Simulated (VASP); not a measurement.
# Pt (Im-3m) in VASP: notebook

Runs on Pt. Level: PBEsol. Tasks: single point.

All numbers are computed with VASP 6.6.1; they aren't measurements. Logs are shortened: lines on timing, memory, paths and dates and some standing lists are left out, and cuts for length are marked.

## (1) The cell of the first run

It takes space group Im-3m (No. 229, cubic). The conventional cell has a = 3.032 Å, b = 3.032 Å, c = 3.032 Å, α = 90.00°, β = 90.00°, γ = 90.00°. Within 3.5 Å of Pt (site symmetry m-3m) lie 14 Pt at 2.63 to 3.03 Å.

## (2) Single point, PBEsol

File INCAR:

```
SYSTEM = Pt
ALGO = Normal
EDIFF = 1E-6
ENCUT = 520
GGA = PS
ISIF = 2
ISMEAR = -1
LASPH = .True.
LCHARG = .True.
LELF = .True.
LREAL = .False.
LVHAR = .True.
LWAVE = .False.
NBANDS = 11
NELM = 100
PREC = Accurate
SIGMA = 0.05
```

File KPOINTS:

```
k-points
0
Gamma
  12 12 12
  0 0 0
```

File POSCAR:

```
Pt
1.0
   -1.5159845375      1.5159845375      1.5159845375
    1.5159845375     -1.5159845375      1.5159845375
    1.5159845375      1.5159845375     -1.5159845375
Pt
1
Direct
    0.0000000000      0.0000000000      0.0000000000
```

Potentials or basis: VASP PAW PBE potentials, release 64 (Pt).

On the command line:

```
cat potpaw_PBE.64/Pt/POTCAR > POTCAR
mpirun -np 1 vasp_std > vasp.out
```

OUTCAR:

```text
SYSTEM = Pt
   EDIFF = 1E-6
   ENCUT = 520
   GGA = PS
   ISIF = 2
   ISMEAR = -1
   LASPH = .True.
   LREAL = .False.
   NELM = 100
   PREC = Accurate

 ion  position               nearest neighbor table
   1  0.000  0.000  0.000-

  LATTYP: Found a body centered cubic cell.
 ALAT       =     3.0319690750

  Lattice vectors:

 A1 = (  -1.5159845375,   1.5159845375,   1.5159845375)
 A2 = (   1.5159845375,  -1.5159845375,   1.5159845375)
 A3 = (   1.5159845375,   1.5159845375,  -1.5159845375)

Analysis of symmetry for initial positions (statically):
=====================================================================
 Subroutine PRICEL returns:
 Original cell was already a primitive cell.

 Routine SETGRP: Setting up the symmetry group for a
 body centered cubic supercell.

 Subroutine GETGRP returns: Found 48 space group operations
 (whereof 48 operations were pure point group operations)
 out of a pool of 48 trial point group operations.

The static configuration has the point symmetry O_h .

Analysis of symmetry for dynamics (positions and initial velocities):
=====================================================================
 Subroutine PRICEL returns:
 Original cell was already a primitive cell.

 Routine SETGRP: Setting up the symmetry group for a
 body centered cubic supercell.

 Subroutine GETGRP returns: Found 48 space group operations
 (whereof 48 operations were pure point group operations)
 out of a pool of 48 trial point group operations.

The dynamic configuration has the point symmetry O_h .

 Subroutine INISYM returns: Found 48 space group operations
 (whereof 48 operations are pure point group operations),
 and found     1 'primitive' translations

----------------------------------------------------------------------------------------

                                     Primitive cell

  volume of cell :      13.9362

  direct lattice vectors                    reciprocal lattice vectors
    -1.515984538  1.515984538  1.515984538     0.000000000  0.329818667  0.329818667
     1.515984538 -1.515984538  1.515984538     0.329818667  0.000000000  0.329818667
     1.515984538  1.515984538 -1.515984538     0.329818667  0.329818667  0.000000000

  length of vectors
     2.625762242  2.625762242  2.625762242     0.466434033  0.466434033  0.466434033

  position of ions in fractional coordinates (direct lattice)
     0.000000000  0.000000000  0.000000000

  ion indices of the primitive-cell ions
   primitive index   ion index
                 1           1

----------------------------------------------------------------------------------------

 KPOINTS: k-points

Automatic generation of k-mesh.
 Grid dimensions read from file:
 generate k-points for:   12   12   12

 Generating k-lattice:

  Cartesian coordinates                     Fractional coordinates (reciprocal lattice)
     0.000000000  0.027484889  0.027484889     0.083333333  0.000000000  0.000000000
     0.027484889  0.000000000  0.027484889     0.000000000  0.083333333  0.000000000
     0.027484889  0.027484889  0.000000000     0.000000000  0.000000000  0.083333333

  Length of vectors
     0.038869503  0.038869503  0.038869503

  Shift w.r.t. Gamma in fractional coordinates (k-lattice)
     0.000000000  0.000000000  0.000000000

 Subroutine IBZKPT returns following result:
 ===========================================

 Found     72 irreducible k-points:

 Following reciprocal coordinates:
            Coordinates               Weight
  0.000000  0.000000  0.000000      1.000000
  0.083333  0.000000  0.000000     12.000000
  0.166667  0.000000  0.000000     12.000000
  0.250000  0.000000  0.000000     12.000000
  0.333333  0.000000  0.000000     12.000000
  0.416667  0.000000  0.000000     12.000000
[... 16 lines left out ...]
  0.333333  0.083333  0.083333     24.000000
  0.416667  0.083333  0.083333     12.000000
 [... further k-points ...]
   k-points           NKPTS =     72   k-points in BZ     NKDIM =     72   number of bands    NBANDS=     11
   number of dos      NEDOS =    301   number of ions     NIONS =      1
   total plane-waves  NPLWV =   8000
   dimension x,y,z NGX =    20 NGY =   20 NGZ =   20
   dimension x,y,z NGXF=    40 NGYF=   40 NGZF=   40
   ions per type =               1
   NGX,Y,Z   is equivalent  to a cutoff of  12.66, 12.66, 12.66 a.u.
   NGXF,Y,Z  is equivalent  to a cutoff of  25.33, 25.33, 25.33 a.u.
 SYSTEM =  Pt
   PREC   = accura    normal or accurate (medium, high low for compatibility)
   ISTART =      0    job   : 0-new  1-cont  2-samecut
   ICHARG =      2    charge: 1-file 2-atom 10-const
   ISPIN  =      1    spin polarized calculation?
   LNONCOLLINEAR =      F non collinear calculations
   LSORBIT =      F    spin-orbit coupling
   LASPH  =      T    aspherical Exc in radial PAW
   ENCUT  =  520.0 eV  38.22 Ry    6.18 a.u.   4.88  4.88  4.88*2*pi/ulx,y,z
   NELM   =    100;   NELMIN=  2; NELMDL= -5     # of ELM steps
   EDIFF  = 0.1E-05   stopping-criterion for ELM
   LREAL  =      F    real-space projection
   EDIFFG = 0.1E-04   stopping-criterion for IOM
   NSW    =      0    number of steps for IOM
   IBRION =     -1    ionic relax: 0-MD 1-quasi-New 2-CG
   NFREE  =      0    steps in history (QN), initial steepest desc. (CG)
   ISIF   =      2    stress and relaxation
   ISYM   =      2    0-nonsym 1-usesym 2-fastsym
   POTIM  = 0.5000    time-step for ionic-motion
   TEBEG  =    0.0;   TEEND  =   0.0 temperature during run
   PSTRESS=    0.0 pullay stress
   NELECT =      10.0000    total number of electrons
   NUPDOWN=      -1.0000    fix difference up-down
   EMIN   =  10.00;   EMAX   =-10.00  energy-range for DOS
   EFERMI =   0.00;   METHOD = LEGACY
   ISMEAR =    -1;   SIGMA  =   0.05  broadening in eV -4-tet -1-fermi 0-gaus
   EFERMI_NEDOS =   21; number of points for ismear=-14 and -15
   IALGO  =     38    algorithm
   IMIX   =      4    mixing-type and parameters
     AMIX     =   0.40;   BMIX     =  1.00
     AMIX_MAG =   1.60;   BMIX_MAG =  1.00
  volume/ion in A,a.u.               =      13.94        94.05
  Fermi-wavevector in a.u.,A,eV,Ry     =   1.465638  2.769654 29.226605  2.148095
  Thomas-Fermi vector in A             =   2.581471
   LORBIT       =      0    0 simple, 1 ext, 2 COOP (PROOUT), +10 PAW based schemes
   GGA     = PS    functional components
   LHFCALC =     F    Hartree Fock is set to
   AEXX    =    0.0000 exact exchange contribution
   IVDW    =     0    specifies the selected vdW correction
   LEPSILON=     F    determine dielectric tensor
   LRPA    =     F    only Hartree local field effects (RPA)
 non-spin polarized calculation
  energy-cutoff  :      520.00
  volume of cell :       13.94
 maximum number of plane-waves:       394
   NGX =  9   NGY =  9   NGZ =  9

 number of electron      10.0000000 magnetization

 Free energy of the ion-electron system (eV)
  ---------------------------------------------------
  ext. energy  EPLUGINS =         0.00000000
  ---------------------------------------------------
  free energy    TOTEN  =        -6.76349149 eV

  energy without entropy =       -6.75856366  energy(sigma->0) =       -6.76102758

 E-fermi :  12.3014     XC(G=0): -14.0918

 val. band max:       12.2638324207   @ k =   0.5000   0.5000   0.4167
 cond. band min:      12.3769522709   @ k =  -0.4167  -0.4167   0.1667
 fundamental gap:      0.1131198501
 Fermi energy:        12.3013592167

 k-point     1 :       0.0000    0.0000    0.0000
  band No.  band energies     occupation
      1       1.4765      2.00000
      2       8.1807      2.00000
      3       8.1807      2.00000
      4       8.1807      2.00000
      5      11.1962      2.00000
      6      11.1963      2.00000
      7      29.3910      0.00000
      8      29.3910      0.00000
      9      29.3910      0.00000
     10      41.0744      0.00000
     11      41.0744      0.00000

 k-point     2 :       0.0833    0.0000    0.0000
  band No.  band energies     occupation
      1       1.7948      2.00000
      2       8.0437      2.00000
      3       8.1745      2.00000
      4       8.4520      2.00000
      5      11.0173      2.00000
      6      11.2053      2.00000
      7      29.5613      0.00000
      8      29.7702      0.00000
      9      29.8834      0.00000
     10      38.2857      0.00000
     11      39.1762      0.00000

 k-point     3 :       0.1667    0.0000    0.0000
  band No.  band energies     occupation
      1       2.6742      2.00000
      2       7.6875      2.00000
      3       8.1258      2.00000
      4       9.2394      2.00000
      5      10.7177      2.00000
      6      11.2437      2.00000
      7      29.6289      0.00000
      8      30.0318      0.00000
      9      31.2869      0.00000
     10      36.2530      0.00000
     11      36.7130      0.00000

 k-point     4 :       0.2500    0.0000    0.0000
  band No.  band energies     occupation
      1       3.7968      2.00000
      2       7.2373      2.00000
      3       8.1946      2.00000
      4      10.4533      2.00000
      5      10.6672      2.00000
      6      11.3298      2.00000
      7      28.0595      0.00000
      8      28.6648      0.00000
      9      33.4060      0.00000
     10      36.1098      0.00000
     11      36.5701      0.00000
[... 239 lines left out ...]
 k-point    22 :       0.2500    0.0833    0.0833
  band No.  band energies     occupation
      1       5.0939      2.00000
      2       6.7645      2.00000
      3       8.0280      2.00000
      4      10.9921      2.00000
      5      11.4649      2.00000
      6      13.3753      0.00000
      7      24.4114      0.00000
      8      27.2431      0.00000
      9      29.2993      0.00000
     10      34.2837      0.00000
     11      40.1031      0.00000

 k-point    23 :       0.3333    0.0833    0.0833
  band No.  band energies     occupation
      1       5.1308      2.00000
      2       6.5236      2.00000
      3       9.4692      2.00000
      4      11.1403      2.00000
      5      11.6072      2.00000
      6      15.1162      0.00000
      7      21.0470      0.00000
      8      26.1587      0.00000
      9      28.0261      0.00000
     10      36.6500      0.00000
     11      38.4035      0.00000

 k-point    24 :       0.4167    0.0833    0.0833
  band No.  band energies     occupation
      1       5.0730      2.00000
      2       6.4408      2.00000
      3      10.3231      2.00000
      4      11.1727      2.00000
      5      11.6597      1.99999
      6      16.1340      0.00000
      7      19.3365      0.00000
      8      25.7697      0.00000
      9      27.4472      0.00000
     10      37.7236      0.00000
     11      37.9464      0.00000

 [... further k-points ...]

------------------------ aborting loop because EDIFF is reached ----------------------------------------

  FORCE on cell =-STRESS in cart. coord.  units (eV):
  Direction    XX          YY          ZZ          XY          YZ          ZX
  --------------------------------------------------------------------------------------
  -------------------------------------------------------------------------------------
  Total        2.5840177      2.5840177      2.5840177      0.0000000      0.0000000     -0.0000000
  in kB      297.0720282    297.0720282    297.0720282      0.0000000      0.0000000     -0.0000000
  external PRESSURE =     297.0720282 kB  Pullay stress =       0.0000000 kB

 VOLUME and BASIS-vectors are now :
 -----------------------------------------------------------------------------
  energy-cutoff  :      520.00
  volume of cell :       13.94
      direct lattice vectors                 reciprocal lattice vectors
    -1.515984538  1.515984538  1.515984538     0.000000000  0.329818667  0.329818667
     1.515984538 -1.515984538  1.515984538     0.329818667  0.000000000  0.329818667
     1.515984538  1.515984538 -1.515984538     0.329818667  0.329818667  0.000000000

 POSITION                                       TOTAL-FORCE (eV/Angst)
 -----------------------------------------------------------------------------------
      0.00000      0.00000      0.00000         0.000000     -0.000000      0.000000
 -----------------------------------------------------------------------------------
    total drift:                                0.000000      0.000000      0.000000

  FREE ENERGIE OF THE ION-ELECTRON SYSTEM (eV)
  ---------------------------------------------------
  free  energy   TOTEN  =        -6.7634914906 eV

  energy  without entropy=       -6.7585636637  energy(sigma->0) =       -6.76102758
```

It took 12 s on 1 thread of Intel Xeon Platinum 8259CL at 2.50GHz (Skylake/Cascade Lake), shared host; peak memory 0.13 GiB.

What came out:

- Free energy: -6.7635 eV
- Pressure: 29.7 GPa
- Band gap on the k mesh: zero (band 5 reaches 13.72 eV, above the bottom of band 6 at 11.00 eV)

Levels at points of the mesh, in eV from the Fermi level:
```
           k point  band 1  band 2  band 3  band 4  band 5  band 6  band 7  band 8  band 9  band 10
(0.00, 0.00, 0.00)  -10.82   -4.12   -4.12   -4.12   -1.11   -1.11   17.09   17.09   17.09    28.77
(0.50, 0.00, 0.00)   -7.79   -5.87   -1.30   -0.66   -0.09    1.47    7.54   13.30   17.01    24.76
(0.50, 0.50, 0.50)   -7.33   -7.33    0.80    0.80    0.80    8.01    8.01    8.01   14.76    21.04
```

Caveat: the PAW data sets were made with another functional, which shifts forces and pressure a little; spin-orbit coupling is left out, which moves the levels of the heavy elements.

## (3) Single point, PBEsol

This run uses another cell than the first one, of 14.94 Å³/atom, 1.072 times its volume.

File INCAR:

```
  PREC = Accurate
  ENCUT = 520
  EDIFF = 1E-7
  ISMEAR = -1
  SIGMA = 0.05
  LREAL = False
  LASPH = True
  NELM = 60
  ALGO = Fast
  ISIF = 2
  LWAVE = False
  LCHARG = False
  GGA = PS
  NBANDS = 11
```

File KPOINTS:

```
Automatic mesh
0
Gamma
  12 12 12
```

File POSCAR:

```
Pt
1.0
   -1.5513812469      1.5513812469      1.5513812469
    1.5513812469     -1.5513812469      1.5513812469
    1.5513812469      1.5513812469     -1.5513812469
Pt
1
Direct
    0.0000000000      0.0000000000      0.0000000000
```

Potentials or basis: VASP PAW PBE potentials, release 64 (Pt).

On the command line:

```
cat potpaw_PBE.64/Pt/POTCAR > POTCAR
mpirun -np 1 vasp_std > vasp.out
```

Run time: 16 s. Hardware: 1 thread of Intel Xeon Platinum 8259CL at 2.50GHz (Skylake/Cascade Lake), shared host; peak memory 0.13 GiB.

It converged, with:

| Item | Value |
| --- | --- |
| Free energy | -6.8659 eV |
| Pressure | 4.6 GPa |
| Band gap on the k mesh | zero (band 5 reaches 12.20 eV, above the bottom of band 6 at 9.81 eV) |

Levels at points of the mesh, in eV from the Fermi level:
```csv
k point,band 1,band 2,band 3,band 4,band 5,band 6,band 7,band 8,band 9,band 10
"(0.00, 0.00, 0.00)",-10.08,-3.72,-3.72,-3.72,-0.99,-0.99,17.14,17.14,17.14,27.87
"(0.50, 0.00, 0.00)",-7.07,-5.28,-1.18,-0.62,0.10,1.27,6.84,13.31,16.37,24.40
"(0.50, 0.50, 0.50)",-6.58,-6.58,0.68,0.68,0.68,7.82,7.82,7.82,13.64,19.92
```

Caveat: the PAW data sets were made with another functional, which shifts forces and pressure a little; spin-orbit coupling is left out, which moves the levels of the heavy elements.

## (4) Single point, PBEsol

This run uses another cell than the first one, of 14.70 Å³/atom, 1.055 times its volume.

File INCAR:

```
PREC = Accurate
ENCUT = 520
EDIFF = 1E-6
ISMEAR = -1
SIGMA = 0.05
LREAL = F
LASPH = T
NELM = 100
ALGO = Normal
ISIF = 2
LWAVE = F
LCHARG = F
GGA = PS
NBANDS = 11
```

KPOINTS is that of step 3.

File POSCAR:

```
Pt
1.0
   -1.5431487176      1.5431487176      1.5431487176
    1.5431487176     -1.5431487176      1.5431487176
    1.5431487176      1.5431487176     -1.5431487176
Pt
1
Direct
    0.0000000000      0.0000000000      0.0000000000
```

On the command line:

```
cat potpaw_PBE.64/Pt/POTCAR > POTCAR
mpirun -np 1 vasp_std > vasp.out
```

It used 7 s of CPU time on 1 thread of Intel(R) Xeon(R) Platinum 8259CL CPU @ 2.50GHz (Skylake/Cascade Lake) (shared host).

Results (log left out):

- Free energy: -6.8552 eV
- Pressure: 9.7 GPa
- Band gap on the k mesh: zero (band 5 reaches 12.54 eV, above the bottom of band 6 at 10.08 eV)

Levels at points of the mesh, in eV from the Fermi level:
| k point | band 2 | band 3 | band 4 | band 5 | band 6 | band 7 | band 8 | band 9 |
| --- | --- | --- | --- | --- | --- | --- | --- | --- |
| (0.00, 0.00, 0.00) | -3.81 | -3.81 | -3.81 | -1.02 | -1.02 | 17.13 | 17.13 | 17.13 |
| (0.50, 0.00, 0.00) | -5.41 | -1.21 | -0.63 | 0.06 | 1.31 | 7.00 | 13.31 | 16.51 |
| (0.50, 0.50, 0.50) | -6.74 | 0.71 | 0.71 | 0.71 | 7.86 | 7.86 | 7.86 | 13.89 |

Caveat: the PAW data sets were made with another functional, which shifts forces and pressure a little; spin-orbit coupling is left out, which moves the levels of the heavy elements.

## (5) Single point, PBEsol

This run uses another cell than the first one, of 14.29 Å³/atom, 1.025 times its volume.

File INCAR:

```
  PREC = Accurate
  ENCUT = 520
  EDIFF = 1E-6
  ISMEAR = -1
  SIGMA = 0.05
  LREAL = False
  LASPH = True
  NELM = 60
  ALGO = Normal
  ISIF = 2
  LWAVE = False
  LCHARG = False
  GGA = PS
  NBANDS = 11
```

KPOINTS is that of step 4.

File POSCAR:

```
Pt
1.0
   -1.5285829603      1.5285829603      1.5285829603
    1.5285829603     -1.5285829603      1.5285829603
    1.5285829603      1.5285829603     -1.5285829603
Pt
1
Direct
    0.0000000000      0.0000000000      0.0000000000
```

On the command line:

```
cat potpaw_PBE.64/Pt/POTCAR > POTCAR
mpirun -np 1 vasp_std > vasp.out
```

Run time: 12 s. Hardware: 1 thread of Intel Xeon Platinum 8259CL at 2.50GHz (Skylake/Cascade Lake), shared host; peak memory 0.13 GiB.

Results (log left out):

```
Free energy            : -6.8175 eV
Pressure               : 19.7 GPa
Band gap on the k mesh : zero (band 5 reaches 13.16 eV, above the bottom of band 6 at 10.56 eV)
```

Levels at points of the mesh, in eV from the Fermi level:
| k point | band 1 | band 2 | band 3 | band 4 | band 5 | band 6 | band 7 | band 8 | band 9 | band 10 |
| --- | --- | --- | --- | --- | --- | --- | --- | --- | --- | --- |
| (0.00, 0.00, 0.00) | -10.55 | -3.97 | -3.97 | -3.97 | -1.06 | -1.06 | 17.11 | 17.11 | 17.11 | 28.45 |
| (0.50, 0.00, 0.00) | -7.52 | -5.65 | -1.25 | -0.65 | -0.02 | 1.39 | 7.28 | 13.31 | 16.78 | 24.63 |
| (0.50, 0.50, 0.50) | -7.05 | -7.05 | 0.76 | 0.76 | 0.76 | 7.94 | 7.94 | 7.94 | 14.35 | 20.63 |

Caveat: the PAW data sets were made with another functional, which shifts forces and pressure a little; spin-orbit coupling is left out, which moves the levels of the heavy elements.

## (6) Overview

```csv
cell,gap on the mesh (eV),pressure (GPa)
"a = 2.626 Å, angles 109.5°, 1 atom",none,29.7
"a = 2.687 Å, angles 109.5°, 1 atom",none,4.6
"a = 2.673 Å, angles 109.5°, 1 atom",none,9.7
"a = 2.648 Å, angles 109.5°, 1 atom",none,19.7
```

Alike in all rows: task single point; level PBEsol; potentials or basis VASP PAW PBE potentials, release 64 (Pt); no spin polarisation; k mesh 12 × 12 × 12; cutoff (eV) 520; smearing fermi-dirac 0.05 eV.

Caveats: the PAW data sets were made with another functional, which shifts forces and pressure a little; spin-orbit coupling is left out, which moves the levels of the heavy elements.

Absolute energies hang on the potentials; compare differences alone.
